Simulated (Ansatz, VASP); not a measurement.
# In in VASP and in Ansatz

INCAR

```
ALGO = Normal
EDIFF = 1E-8
ENCUT = 520
GGA = CA
ISIF = 2
ISMEAR = -1
LASPH = T
LCHARG = F
LEFG = T
LREAL = F
LWAVE = F
NBANDS = 12
NELM = 60
PREC = Accurate
SIGMA = 0.05
```

File KPOINTS:

```
k-points
0
Gamma
  14 14 14
```

File POSCAR:

```
In
1.0
   -1.6671510000      1.6176720000      2.4739500000
    1.6176720000     -1.6671510000      2.4739500000
    1.6346280000      1.6346280000     -2.5064730000
In
1
Direct
    0.0000000000      0.0000000000      0.0000000000
```

Input for Ansatz:

```yaml
crystal:
  lattice:
    - [-1.667151, 1.617672, 2.47395]
    - [1.617672, -1.667151, 2.47395]
    - [1.634628, 1.634628, -2.506473]
  atoms:
    - { symbol: In, position: [0.0, 0.0, 0.0] }
kpoints:
  mp_grid: { grid: [14, 14, 14] }
scf:
  occupations: { method: fermi_dirac, width: 0.05 }
hamiltonian:
  xc: lda
  pseudopotentials: { kind: all_electron, datasets: crystal }
output:
  forces: true
  stress: true
  eigenvalues: true
  efg: { contact_densities: true }
```

Change from the starting cell: equal xy, yz and zx shear strains of -2 %, crystal datasets.

Alike in both runs: task electric field gradients; functional LDA; k mesh 14 × 14 × 14; occupations fermi-dirac, width 0.05 eV; no spin polarisation.

```csv
,VASP,Ansatz
version,VASP 6.6.1,Ansatz 0.2.0
potentials or method,"VASP PAW LDA potentials, release 64 (In_d), cutoff 520 eV","all-electron PAW with datasets made for the crystal, scalar-relativistic"
```

```tsv
	VASP	Ansatz	Ansatz less VASP
pressure (GPa)	-2.7	-2.7	+0.01
traceless stress, the component that is largest in VASP (GPa)	0.20	0.20	-0.001
size of Vzz on the site where it differs most (V/Å²)	22.6	22.5	-0.14
```

LDA's correlation is that of Perdew and Zunger in VASP and of Perdew and Wang (1992) in Ansatz. Ansatz ran all-electron here, and VASP with PAW potentials.
